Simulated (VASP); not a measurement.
# Ge (Fd-3m) in VASP: notebook

Ge is run at these levels: LDA; tasks: single point.

Program: VASP 6.6.1. These are calculated values, not measurements. Logs are shortened: lines on timing, memory, paths and dates and some standing lists are left out, and cuts for length are marked.

## Step 1: The cell of the first run

It takes space group Fd-3m (No. 227, cubic). Conventional cell: a = 4.846 Å, b = 4.846 Å, c = 4.846 Å, α = 90.00°, β = 90.00°, γ = 90.00°. Ge (site symmetry -43m) has 4 Ge at 2.10 Å within 2.8 Å.

## Step 2: Single point, LDA (volume scaled by 0.64)

INCAR

```
SYSTEM = Ge
  PREC = Accurate
  ENCUT = 520
  EDIFF = 1E-6
  ISMEAR = -1
  SIGMA = 0.1
  LREAL = .False.
  LASPH = .True.
  NELM = 100
  ALGO = Normal
  ISIF = 2
  LWAVE = .False.
  LCHARG = .False.
  GGA = CA
  NBANDS = 21
```

KPOINTS

```
regular mesh
0
Gamma
  12 12 12
  0 0 0
```

POSCAR

```
Ge
1.0
    0.0000000000      2.4227788186      2.4227788186
    2.4227788186      0.0000000000      2.4227788186
    2.4227788186      2.4227788186      0.0000000000
Ge
2
Direct
   -0.1250000000     -0.1250000000     -0.1250000000
    0.1250000000      0.1250000000      0.1250000000
```

Potentials or basis: VASP PAW LDA potentials, release 64 (Ge_d).

The run is started by

```bash
$ cat potpaw_LDA.64/Ge_d/POTCAR > POTCAR
$ mpirun -np 1 vasp_std > vasp.out
```

OUTCAR:

```text
SYSTEM = Ge
   PREC = Accurate
   ENCUT = 520
   EDIFF = 1E-6
   ISMEAR = -1
   LREAL = .False.
   LASPH = .True.
   NELM = 100
   ISIF = 2
   GGA = CA

 ion  position               nearest neighbor table
   1  0.875  0.875  0.875-   2 2.10   2 2.10   2 2.10   2 2.10
   2  0.125  0.125  0.125-   1 2.10   1 2.10   1 2.10   1 2.10

  LATTYP: Found a face centered cubic cell.
 ALAT       =     4.8455576372

  Lattice vectors:

 A1 = (   0.0000000000,   2.4227788186,   2.4227788186)
 A2 = (   2.4227788186,   0.0000000000,   2.4227788186)
 A3 = (   2.4227788186,   2.4227788186,   0.0000000000)

Analysis of symmetry for initial positions (statically):
=====================================================================
 Subroutine PRICEL returns:
 Original cell was already a primitive cell.

 Routine SETGRP: Setting up the symmetry group for a
 face centered cubic supercell.

 Subroutine GETGRP returns: Found 48 space group operations
 (whereof 12 operations were pure point group operations)
 out of a pool of 48 trial point group operations.

The static configuration has the point symmetry D_3d.
 The point group associated with its full space group is O_h .

Analysis of symmetry for dynamics (positions and initial velocities):
=====================================================================
 Subroutine PRICEL returns:
 Original cell was already a primitive cell.

 Routine SETGRP: Setting up the symmetry group for a
 face centered cubic supercell.

 Subroutine GETGRP returns: Found 48 space group operations
 (whereof 12 operations were pure point group operations)
 out of a pool of 48 trial point group operations.

The dynamic configuration has the point symmetry D_3d.
 The point group associated with its full space group is O_h .

 Subroutine INISYM returns: Found 48 space group operations
 (whereof 12 operations are pure point group operations),
 and found     1 'primitive' translations

----------------------------------------------------------------------------------------

                                     Primitive cell

  volume of cell :      28.4427

  direct lattice vectors                    reciprocal lattice vectors
     0.000000000  2.422778819  2.422778819    -0.206374596  0.206374596  0.206374596
     2.422778819  0.000000000  2.422778819     0.206374596 -0.206374596  0.206374596
     2.422778819  2.422778819  0.000000000     0.206374596  0.206374596 -0.206374596
[... 74 lines left out ...]
 SYSTEM =  Ge
   PREC   = accura    normal or accurate (medium, high low for compatibility)
   ISTART =      0    job   : 0-new  1-cont  2-samecut
   ICHARG =      2    charge: 1-file 2-atom 10-const
   ISPIN  =      1    spin polarized calculation?
   LNONCOLLINEAR =      F non collinear calculations
   LSORBIT =      F    spin-orbit coupling
   LASPH  =      T    aspherical Exc in radial PAW
   ENCUT  =  520.0 eV  38.22 Ry    6.18 a.u.   6.37  6.37  6.37*2*pi/ulx,y,z
   NELM   =    100;   NELMIN=  2; NELMDL= -5     # of ELM steps
   EDIFF  = 0.1E-05   stopping-criterion for ELM
   LREAL  =      F    real-space projection
   EDIFFG = 0.1E-04   stopping-criterion for IOM
   NSW    =      0    number of steps for IOM
   IBRION =     -1    ionic relax: 0-MD 1-quasi-New 2-CG
   NFREE  =      0    steps in history (QN), initial steepest desc. (CG)
   ISIF   =      2    stress and relaxation
   ISYM   =      2    0-nonsym 1-usesym 2-fastsym
   POTIM  = 0.5000    time-step for ionic-motion
   TEBEG  =    0.0;   TEEND  =   0.0 temperature during run
   PSTRESS=    0.0 pullay stress
   NELECT =      28.0000    total number of electrons
   NUPDOWN=      -1.0000    fix difference up-down
   EMIN   =  10.00;   EMAX   =-10.00  energy-range for DOS
   EFERMI =   0.00;   METHOD = LEGACY
   ISMEAR =    -1;   SIGMA  =   0.10  broadening in eV -4-tet -1-fermi 0-gaus
   EFERMI_NEDOS =   21; number of points for ismear=-14 and -15
   IALGO  =     38    algorithm
   IMIX   =      4    mixing-type and parameters
     AMIX     =   0.40;   BMIX     =  1.00
     AMIX_MAG =   1.60;   BMIX_MAG =  1.00
  volume/ion in A,a.u.               =      14.22        95.97
  Fermi-wavevector in a.u.,A,eV,Ry     =   1.628560  3.077532 36.085472  2.652207
  Thomas-Fermi vector in A             =   2.721171
   LORBIT       =      0    0 simple, 1 ext, 2 COOP (PROOUT), +10 PAW based schemes
   GGA     = CA    functional components
   LHFCALC =     F    Hartree Fock is set to
   AEXX    =    0.0000 exact exchange contribution
   IVDW    =     0    specifies the selected vdW correction
   LEPSILON=     F    determine dielectric tensor
   LRPA    =     F    only Hartree local field effects (RPA)
 non-spin polarized calculation
  energy-cutoff  :      520.00
  volume of cell :       28.44
 maximum number of plane-waves:       779
 NGX is ok and might be reduce to    28
   NGX = 13   NGY = 13   NGZ = 13

 number of electron      27.9999983 magnetization

 Free energy of the ion-electron system (eV)
  ---------------------------------------------------
  ext. energy  EPLUGINS =         0.00000000
  ---------------------------------------------------
  free energy    TOTEN  =        -7.38059647 eV

  energy without entropy =       -7.37412342  energy(sigma->0) =       -7.37735994

 E-fermi :  10.3007     XC(G=0): -12.6982

 val. band max:       10.2984708078   @ k =   0.5000   0.5000   0.0000
 cond. band min:      10.3404143914   @ k =   0.3333   0.3333   0.0000
 fundamental gap:      0.0419435836
 Fermi energy:        10.3006513151

 k-point     1 :       0.0000    0.0000    0.0000
  band No.  band energies     occupation
      1     -15.8423      2.00000
      2     -15.8423      2.00000
      3     -15.8423      2.00000
      4     -15.7567      2.00000
      5     -15.7567      2.00000
      6     -15.1143      2.00000
[... 565 lines left out ...]
     20      21.9952      0.00000
     21      23.2107      0.00000

 [... further k-points ...]
[... 5 lines left out ...]
  --------------------------------------------------------------------------------------
  -------------------------------------------------------------------------------------
  Total       16.0214371     16.0214371     16.0214371     -0.0000000      0.0000000      0.0000000
  in kB      902.4865774    902.4865774    902.4865774     -0.0000000      0.0000000      0.0000000
  external PRESSURE =     902.4865774 kB  Pullay stress =       0.0000000 kB

 VOLUME and BASIS-vectors are now :
 -----------------------------------------------------------------------------
  energy-cutoff  :      520.00
  volume of cell :       28.44
      direct lattice vectors                 reciprocal lattice vectors
     0.000000000  2.422778819  2.422778819    -0.206374596  0.206374596  0.206374596
     2.422778819  0.000000000  2.422778819     0.206374596 -0.206374596  0.206374596
     2.422778819  2.422778819  0.000000000     0.206374596  0.206374596 -0.206374596

 POSITION                                       TOTAL-FORCE (eV/Angst)
 -----------------------------------------------------------------------------------
      4.23986      4.23986      4.23986        -0.000000     -0.000000     -0.000000
      0.60569      0.60569      0.60569         0.000000      0.000000      0.000000
 -----------------------------------------------------------------------------------
    total drift:                                0.000000     -0.000000     -0.000000

  FREE ENERGIE OF THE ION-ELECTRON SYSTEM (eV)
  ---------------------------------------------------
  free  energy   TOTEN  =        -7.3805964715 eV

  energy  without entropy=       -7.3741234156  energy(sigma->0) =       -7.37735994
```

OSZICAR:

```text
N       E                     dE             d eps       ncg     rms          rms(c)
DAV:   1     0.173351241939E+03    0.17335E+03   -0.13788E+04  3633   0.402E+03
DAV:   2     0.136082409238E+02   -0.15974E+03   -0.15398E+03  3049   0.585E+02
DAV:   3    -0.735822098006E+01   -0.20966E+02   -0.20817E+02  3414   0.132E+02
DAV:   4    -0.786842932492E+01   -0.51021E+00   -0.50992E+00  3394   0.238E+01
DAV:   5    -0.787483184522E+01   -0.64025E-02   -0.64023E-02  3459   0.275E+00    0.605E+00
DAV:   6    -0.753146461546E+01    0.34337E+00   -0.11758E-01  3574   0.182E+00    0.345E+00
DAV:   7    -0.738032482615E+01    0.15114E+00   -0.16713E-01  3858   0.235E+00    0.238E-01
DAV:   8    -0.738059981697E+01   -0.27499E-03   -0.11472E-02  3991   0.938E-01    0.832E-02
DAV:   9    -0.738059643494E+01    0.33820E-05   -0.52289E-04  3960   0.295E-01    0.446E-02
DAV:  10    -0.738059771595E+01   -0.12810E-05   -0.18288E-05  4163   0.798E-02    0.568E-03
DAV:  11    -0.738059650274E+01    0.12132E-05   -0.28255E-06  2908   0.296E-02    0.310E-03
DAV:  12    -0.738059647154E+01    0.31208E-07   -0.52399E-07  2109   0.613E-03
   1 F= -.73805965E+01 E0= -.73773599E+01  d E =-.647306E-02
```

It took 22 s on 1 thread of Intel Xeon 6975P-C (Granite Rapids), shared host; peak memory 0.15 GiB.

Results:

```yaml
Free_energy: -7.3806 eV
Pressure: 90.2 GPa
Band_gap_on_the_k_mesh: zero (band 14 reaches 10.63 eV, above the bottom of band 15 at 10.14 eV)
```

Levels at points of the mesh, in eV from the Fermi level:
```csv
k point,band 11,band 12,band 13,band 14,band 15,band 16,band 17,band 18
"(0.00, 0.00, 0.00)",-17.09,0.33,0.33,0.33,2.82,2.82,2.82,4.97
"(0.50, 0.00, 0.00)",-13.50,-10.59,-2.02,-2.02,2.17,3.95,3.95,7.01
"(0.50, 0.50, 0.00)",-11.08,-11.08,-4.89,-4.89,0.00,0.00,14.02,14.02
```

(Continued in part 2 of 2.)
